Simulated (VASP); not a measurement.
# MgO (Fm-3m) in VASP: a series of runs

The runs below take MgO through relaxation of cell and atoms, with r2SCAN.

Everything below comes from runs of VASP 6.6.1. Logs are shortened: lines on timing, memory, paths and dates and some standing lists are left out, and cuts for length are marked.

## Step 1: The cell of the first run

Symmetry: Fm-3m, No. 225, cubic system. The conventional cell has a = 4.204 Å, b = 4.204 Å, c = 4.204 Å, α = 90.00°, β = 90.00°, γ = 90.00°. Within 2.8 Å of Mg (site symmetry m-3m) lie 6 O at 2.10 Å. Within 2.8 Å of O (site symmetry m-3m) lie 6 Mg at 2.10 Å.

## Step 2: Relaxation of cell and atoms, r2SCAN, target pressure -2 GPa, at which the enthalpy is minimised

POSCAR reads:

```
MgO
1.0
    2.1021675162      2.1021675162      0.0000000000
   -2.1021675162      2.1021675162      0.0000000000
    0.0000000000      2.1021675162      2.1021675162
Mg O
1 1
Direct
    0.0000000000      0.0000000000      0.0000000000
    0.5000000000      0.5000000000      0.0000000000
```

INCAR.step1 reads:

```
SYSTEM = MgO
ALGO = Normal
EDIFF = 1E-4
ENCUT = 600
GGA = PE
ISMEAR = 0
LASPH = .TRUE.
LCHARG = .FALSE.
LREAL = .FALSE.
LWAVE = .TRUE.
NELM = 80
PREC = Accurate
SIGMA = 0.01
```

INCAR.step2 reads:

```
SYSTEM = MgO
ALGO = Normal
EDIFF = 1E-6
EDIFFG = -0.002
ENCUT = 600
IBRION = 2
ISIF = 3
ISMEAR = 0
ISTART = 1
LASPH = .TRUE.
LCHARG = .FALSE.
LMIXTAU = .TRUE.
LREAL = .FALSE.
LWAVE = .FALSE.
METAGGA = R2SCAN
NELM = 80
NSW = 100
PREC = Accurate
PSTRESS = -20.0
SIGMA = 0.01
```

KPOINTS reads:

```
k-points
0
G
  10 10 10
  0 0 0
```

Potentials or basis: VASP PAW PBE potentials, release 64 (Mg, O).

The run is started by

```
$ cat potpaw_PBE.64/Mg/POTCAR potpaw_PBE.64/O/POTCAR > POTCAR
$ cp INCAR.step1 INCAR
$ mpirun -np 1 vasp_std > vasp.out
$ cp INCAR.step2 INCAR
$ mpirun -np 1 vasp_std > vasp.out
```

OUTCAR:

```text
SYSTEM = MgO
   EDIFF = 1E-6
   EDIFFG = -0.002
   ENCUT = 600
   IBRION = 2
   ISIF = 3
   ISMEAR = 0
   ISTART = 1
   LASPH = .TRUE.
   LREAL = .FALSE.
   METAGGA = R2SCAN
   NELM = 80
   NSW = 100
   PREC = Accurate
   PSTRESS = -20.0

 ion  position               nearest neighbor table
   1  0.000  0.000  0.000-   2 2.10   2 2.10   2 2.10   2 2.10   2 2.10   2 2.10
   2  0.500  0.500  0.000-   1 2.10   1 2.10   1 2.10   1 2.10   1 2.10   1 2.10

  LATTYP: Found a face centered cubic cell.
 ALAT       =     4.2043350324

  Lattice vectors:

 A1 = (   0.0000000000,   2.1021675162,   2.1021675162)
 A2 = (   2.1021675162,   0.0000000000,   2.1021675162)
 A3 = (   2.1021675162,   2.1021675162,   0.0000000000)

Analysis of symmetry for initial positions (statically):
=====================================================================
 Subroutine PRICEL returns:
 Original cell was already a primitive cell.

 Routine SETGRP: Setting up the symmetry group for a
 face centered cubic supercell.

 Subroutine GETGRP returns: Found 48 space group operations
 (whereof 48 operations were pure point group operations)
 out of a pool of 48 trial point group operations.

The static configuration has the point symmetry O_h .

Analysis of symmetry for dynamics (positions and initial velocities):
=====================================================================
 Subroutine PRICEL returns:
 Original cell was already a primitive cell.

 Routine SETGRP: Setting up the symmetry group for a
 face centered cubic supercell.

 Subroutine GETGRP returns: Found 48 space group operations
 (whereof 48 operations were pure point group operations)
 out of a pool of 48 trial point group operations.

The dynamic configuration has the point symmetry O_h .

 Subroutine INISYM returns: Found 48 space group operations
 (whereof 48 operations are pure point group operations),
 and found     1 'primitive' translations

----------------------------------------------------------------------------------------

                                     Primitive cell

  volume of cell :      18.5794

  direct lattice vectors                    reciprocal lattice vectors
     2.102167516  2.102167516  0.000000000     0.237849741  0.237849741 -0.237849741
    -2.102167516  2.102167516  0.000000000    -0.237849741  0.237849741 -0.237849741
     0.000000000  2.102167516  2.102167516     0.000000000  0.000000000  0.475699483

  length of vectors
     2.972913812  2.972913812  2.972913812     0.411967837  0.411967837  0.475699483

  position of ions in fractional coordinates (direct lattice)
     0.000000000  0.000000000  0.000000000
     0.500000000  0.500000000  0.000000000

  ion indices of the primitive-cell ions
   primitive index   ion index
                 1           1
                 2           2

----------------------------------------------------------------------------------------

 KPOINTS: k-points

Automatic generation of k-mesh.
 Grid dimensions read from file:
 generate k-points for:   10   10   10

 Generating k-lattice:

  Cartesian coordinates                     Fractional coordinates (reciprocal lattice)
     0.023784974  0.023784974 -0.023784974     0.100000000  0.000000000  0.000000000
    -0.023784974  0.023784974 -0.023784974     0.000000000  0.100000000  0.000000000
     0.000000000  0.000000000  0.047569948     0.000000000  0.000000000  0.100000000

  Length of vectors
     0.041196784  0.041196784  0.047569948

  Shift w.r.t. Gamma in fractional coordinates (k-lattice)
     0.000000000  0.000000000  0.000000000

 Subroutine IBZKPT returns following result:
 ===========================================

 Found     47 irreducible k-points:

 Following reciprocal coordinates:
            Coordinates               Weight
  0.000000  0.000000  0.000000      1.000000
  0.100000  0.000000  0.000000      8.000000
  0.200000  0.000000  0.000000      8.000000
  0.300000  0.000000  0.000000      8.000000
  0.400000  0.000000  0.000000      8.000000
  0.500000  0.000000  0.000000      4.000000
[... 16 lines left out ...]
  0.300000  0.300000  0.000000     12.000000
  0.400000  0.300000  0.000000     24.000000
 [... further k-points ...]
   k-points           NKPTS =     47   k-points in BZ     NKDIM =     47   number of bands    NBANDS=      8
   number of dos      NEDOS =    301   number of ions     NIONS =      2
   total plane-waves  NPLWV =  13824
   dimension x,y,z NGX =    24 NGY =   24 NGZ =   24
   dimension x,y,z NGXF=    48 NGYF=   48 NGZF=   48
   ions per type =               1   1
   NGX,Y,Z   is equivalent  to a cutoff of  13.42, 13.42, 13.42 a.u.
   NGXF,Y,Z  is equivalent  to a cutoff of  26.84, 26.84, 26.84 a.u.
 SYSTEM =  MgO
   PREC   = accura    normal or accurate (medium, high low for compatibility)
   ISTART =      1    job   : 0-new  1-cont  2-samecut
   ICHARG =      0    charge: 1-file 2-atom 10-const
   ISPIN  =      1    spin polarized calculation?
   LNONCOLLINEAR =      F non collinear calculations
   LSORBIT =      F    spin-orbit coupling
   LASPH  =      T    aspherical Exc in radial PAW
   ENCUT  =  600.0 eV  44.10 Ry    6.64 a.u.   5.94  5.94  5.94*2*pi/ulx,y,z
   NELM   =     80;   NELMIN=  2; NELMDL=  0     # of ELM steps
   EDIFF  = 0.1E-05   stopping-criterion for ELM
   LREAL  =      F    real-space projection
   EDIFFG = -.2E-02   stopping-criterion for IOM
   NSW    =    100    number of steps for IOM
   IBRION =      2    ionic relax: 0-MD 1-quasi-New 2-CG
   NFREE  =      1    steps in history (QN), initial steepest desc. (CG)
   ISIF   =      3    stress and relaxation
   ISYM   =      2    0-nonsym 1-usesym 2-fastsym
   POTIM  = 0.5000    time-step for ionic-motion
   TEBEG  =    0.0;   TEEND  =   0.0 temperature during run
   PSTRESS=  -20.0 pullay stress
   NELECT =       8.0000    total number of electrons
   NUPDOWN=      -1.0000    fix difference up-down
   EMIN   =  10.00;   EMAX   =-10.00  energy-range for DOS
   EFERMI =   0.00;   METHOD = LEGACY
   ISMEAR =     0;   SIGMA  =   0.01  broadening in eV -4-tet -1-fermi 0-gaus
   EFERMI_NEDOS =   21; number of points for ismear=-14 and -15
   IALGO  =     38    algorithm
   IMIX   =      4    mixing-type and parameters
     AMIX     =   0.40;   BMIX     =  1.00
     AMIX_MAG =   1.60;   BMIX_MAG =  1.00
  volume/ion in A,a.u.               =       9.29        62.69
  Fermi-wavevector in a.u.,A,eV,Ry     =   1.236215  2.336109 20.792814  1.528229
  Thomas-Fermi vector in A             =   2.370833
   LORBIT       =      0    0 simple, 1 ext, 2 COOP (PROOUT), +10 PAW based schemes
   METAGGA = R2SCAN    functional components
   LHFCALC =     F    Hartree Fock is set to
   AEXX    =    0.0000 exact exchange contribution
   IVDW    =     0    specifies the selected vdW correction
   LEPSILON=     F    determine dielectric tensor
   LRPA    =     F    only Hartree local field effects (RPA)
 conjugate gradient relaxation of ions
 non-spin polarized calculation
 Gauss-broadening in eV      SIGMA  =   0.01
  energy-cutoff  :      600.00
  volume of cell :       18.58
 maximum number of plane-waves:       636
   NGX = 11   NGY = 11   NGZ = 11

--------------------------------------- Ionic step        1  -------------------------------------------

 number of electron       8.0000004 magnetization

 Free energy of the ion-electron system (eV)
  ---------------------------------------------------
  ext. energy  EPLUGINS =         0.00000000
  ---------------------------------------------------
  free energy    TOTEN  =       -16.16496492 eV

  energy without entropy =      -16.16496492  energy(sigma->0) =      -16.16496492

------------------------ aborting loop because EDIFF is reached ----------------------------------------

  FORCE on cell =-STRESS in cart. coord.  units (eV):
  Direction    XX          YY          ZZ          XY          YZ          ZX
  --------------------------------------------------------------------------------------
  -------------------------------------------------------------------------------------
  Total       -0.1575844     -0.1575844     -0.1575844      0.0000000      0.0000000     -0.0000000
  in kB      -13.5891321    -13.5891321    -13.5891321      0.0000000      0.0000000     -0.0000000
  external PRESSURE =       6.4108679 kB  Pullay stress =     -20.0000000 kB

 VOLUME and BASIS-vectors are now :
 -----------------------------------------------------------------------------
  energy-cutoff  :      600.00
  volume of cell :       18.58
      direct lattice vectors                 reciprocal lattice vectors
     2.102167516  2.102167516  0.000000000     0.237849741  0.237849741 -0.237849741
    -2.102167516  2.102167516  0.000000000    -0.237849741  0.237849741 -0.237849741
     0.000000000  2.102167516  2.102167516     0.000000000  0.000000000  0.475699483
[... 46 lines left out ...]
  FREE ENERGIE OF THE ION-ELECTRON SYSTEM (eV)
  ---------------------------------------------------
  free  energy   TOTEN  =       -16.1638348435 eV

  energy  without entropy=      -16.1638348435  energy(sigma->0) =      -16.16383484

  enthalpy is  TOTEN    =       -16.3970118202 eV   P V=       -0.2331769767

--------------------------------------- Ionic step        3  -------------------------------------------

 number of electron       8.0000005 magnetization

 Free energy of the ion-electron system (eV)
  ---------------------------------------------------
  ext. energy  EPLUGINS =         0.00000000
  ---------------------------------------------------
  free energy    TOTEN  =       -16.16421156 eV

  energy without entropy =      -16.16421156  energy(sigma->0) =      -16.16421156

 E-fermi :   2.9070     XC(G=0): -11.6019

 val. band max:        2.7860605875   @ k =   0.0000   0.0000   0.0000
 cond. band min:       8.4096539252   @ k =   0.0000   0.0000   0.0000
 fundamental gap:      5.6235933377
 Fermi energy:         2.9070019907

 k-point     1 :       0.0000    0.0000    0.0000
  band No.  band energies     occupation
      1     -15.4220      2.00000
      2       2.7861      2.00000
      3       2.7861      2.00000
      4       2.7861      2.00000
      5       8.4097      0.00000
      6      19.6328      0.00000
      7      19.6328      0.00000
      8      19.6328      0.00000

 k-point     2 :       0.1000    0.0000    0.0000
  band No.  band energies     occupation
      1     -15.3180      2.00000
      2       2.1573      2.00000
      3       2.7164      2.00000
      4       2.7164      2.00000
      5       9.0243      0.00000
      6      18.3905      0.00000
      7      19.8859      0.00000
      8      19.8859      0.00000
[... 221 lines left out ...]
 k-point    23 :       0.3000    0.3000    0.0000
  band No.  band energies     occupation
      1     -14.0292      2.00000
      2      -0.6832      2.00000
      3       0.1141      2.00000
      4       1.8962      2.00000
      5      13.9618      0.00000
      6      15.8509      0.00000
      7      17.0505      0.00000
      8      21.6372      0.00000

 k-point    24 :       0.4000    0.3000    0.0000
  band No.  band energies     occupation
      1     -13.9432      2.00000
      2      -0.7769      2.00000
      3       0.1155      2.00000
      4       1.7176      2.00000
      5      13.9103      0.00000
      6      16.0181      0.00000
      7      16.5705      0.00000
      8      21.8820      0.00000

 [... further k-points ...]
[... 5 lines left out ...]
  --------------------------------------------------------------------------------------
  -------------------------------------------------------------------------------------
  Total       -0.2317841     -0.2317841     -0.2317841     -0.0000000     -0.0000000     -0.0000000
  in kB      -19.9108666    -19.9108666    -19.9108666     -0.0000000     -0.0000000     -0.0000000
  external PRESSURE =       0.0891334 kB  Pullay stress =     -20.0000000 kB

 VOLUME and BASIS-vectors are now :
 -----------------------------------------------------------------------------
  energy-cutoff  :      600.00
  volume of cell :       18.65
      direct lattice vectors                 reciprocal lattice vectors
     2.104867027  2.104867027 -0.000000000     0.237544697  0.237544697 -0.237544697
    -2.104867027  2.104867027  0.000000000    -0.237544697  0.237544697 -0.237544697
     0.000000000  2.104867027  2.104867027     0.000000000 -0.000000000  0.475089394

 POSITION                                       TOTAL-FORCE (eV/Angst)
 -----------------------------------------------------------------------------------
      0.00000      2.10487      2.10487        -0.000000     -0.000000      0.000000
      0.00000      2.10487      0.00000         0.000000      0.000000      0.000000
 -----------------------------------------------------------------------------------
    total drift:                                0.000000     -0.000000     -0.000000

  FREE ENERGIE OF THE ION-ELECTRON SYSTEM (eV)
  ---------------------------------------------------
  free  energy   TOTEN  =       -16.1642115643 eV

  energy  without entropy=      -16.1642115643  energy(sigma->0) =      -16.16421156

  enthalpy is  TOTEN    =       -16.3970332363 eV   P V=       -0.2328216721

 reached required accuracy - stopping structural energy minimisation
```

It took 61 s on 1 thread of Intel Xeon 8259CL, shared host; peak memory 0.15 GiB.

What came out:

```yaml
Free_energy: -16.1642 eV
Relaxed_volume: 9.33 Å³/atom
Relaxed_cell: a = 2.977 Å, b = 2.977 Å, c = 2.977 Å, α = 60.00°, β = 60.00°, γ = 90.00°
Space_group_after_relaxing_to_0.1_Å: Fm-3m (No. 225)
Energy_change_on_relaxing_the_run_minimises_the_enthalpy: +0.4 meV/atom
Ionic_steps: 3
Pressure_after_relaxing: -2.0 GPa
Band_gap_on_the_k_mesh: 5.62 eV
```

Step by step:
| step | energy change (eV) | largest force (eV/Å) | pressure (GPa) | volume (Å³) |
| --- | --- | --- | --- | --- |
| 1 | 0.0000 | 0.0000 | -1.36 | 18.58 |
| 2 | 0.0011 | 0.0000 | -2.24 | 18.68 |
| 3 | 0.0008 | 0.0000 | -1.99 | 18.65 |

Final structure:
```
Mg O
1.0
     2.10487    2.10487    0.00000
    -2.10487    2.10487    0.00000
     0.00000    2.10487    2.10487
Mg O
1 1
Cartesian
  0.0000 2.1049 2.1049
  0.0000 2.1049 0.0000
```

Caveat: the cell is relaxed towards a set pressure, so the run minimises the enthalpy, not the energy; the PAW data sets were made with another functional, which shifts forces and pressure a little. Zero-point motion and thermal expansion aren't in these numbers.

## Step 3: Relaxation of cell and atoms, r2SCAN, target pressure 2 GPa, at which the enthalpy is minimised

POSCAR is that of step 2.

INCAR.step1 reads:

```
SYSTEM = MgO
PREC = Accurate
ENCUT = 600
ISMEAR = 0
SIGMA = 0.01
LREAL = .False.
LASPH = .True.
NELM = 60
GGA = PE
ALGO = Normal
EDIFF = 1E-4
LWAVE = .True.
LCHARG = .False.
```

INCAR.step2 reads:

```
SYSTEM = MgO
PREC = Accurate
ENCUT = 600
EDIFF = 1E-6
ISMEAR = 0
SIGMA = 0.01
LREAL = .False.
LASPH = .True.
NELM = 60
ALGO = Normal
ISIF = 3
LWAVE = .False.
LCHARG = .False.
METAGGA = R2SCAN
LMIXTAU = .True.
IBRION = 2
NSW = 100
EDIFFG = -0.002
PSTRESS = 20.0
ISTART = 1
```

KPOINTS reads:

```
Automatic mesh
0
Gamma
  10 10 10
  0 0 0
```

Potentials or basis: VASP PAW PBE potentials, release 64 (Mg, O).

The run is started by

```
$ cat potpaw_PBE.64/Mg/POTCAR potpaw_PBE.64/O/POTCAR > POTCAR
$ cp INCAR.step1 INCAR
$ mpirun -np 1 vasp_std > vasp.out
$ cp INCAR.step2 INCAR
$ mpirun -np 1 vasp_std > vasp.out
```

Wall time 65 s (1 thread of Intel Xeon 8259CL, shared host); peak memory 0.16 GiB.

It converged, with:

| Property | Result |
| --- | --- |
| Free energy | -16.1643 eV |
| Relaxed volume | 9.11 Å³/atom |
| Relaxed cell | a = 2.954 Å, b = 2.954 Å, c = 2.954 Å, α = 60.00°, β = 60.00°, γ = 90.00° |
| Space group after relaxing (to 0.1 Å) | Fm-3m (No. 225) |
| Energy change on relaxing (the run minimises the enthalpy) | +0.3 meV/atom |
| Ionic steps | 3 |
| Pressure after relaxing | 2.0 GPa |
| Band gap on the k mesh | 5.87 eV |

Step by step:
| step | energy change (eV) | largest force (eV/Å) | pressure (GPa) | volume (Å³) |
| --- | --- | --- | --- | --- |
| 1 | 0.0000 | 0.0000 | -1.36 | 18.58 |
| 2 | 0.0034 | 0.0000 | 3.59 | 18.06 |
| 3 | 0.0007 | 0.0000 | 2.01 | 18.22 |

Final structure:
```
CELL_PARAMETERS angstrom
2.08848 2.08848 0.00000
-2.08848 2.08848 0.00000
0.00000 2.08848 2.08848
ATOMIC_POSITIONS crystal
Mg 0.00000 0.00000 0.00000
O 0.50000 0.50000 0.00000
```

Levels at points of the mesh, in eV from the valence-band top:
| k point | band 1 | band 2 | band 3 | band 4 | band 5 | band 6 | band 7 | band 8 |
| --- | --- | --- | --- | --- | --- | --- | --- | --- |
| (0.00, 0.00, 0.00) | -18.33 | 0.00 | 0.00 | 0.00 | 5.87 | 16.99 | 16.99 | 16.99 |
| (0.50, 0.00, 0.00) | -17.02 | -4.72 | -0.70 | -0.70 | 8.97 | 14.11 | 17.69 | 17.69 |
| (0.50, 0.50, 0.00) | -16.76 | -4.21 | -1.41 | -1.41 | 10.07 | 11.35 | 14.57 | 20.77 |

Caveat: the cell is relaxed towards a set pressure, so the run minimises the enthalpy, not the energy; the PAW data sets were made with another functional, which shifts forces and pressure a little.

[end of part 1 of 2]
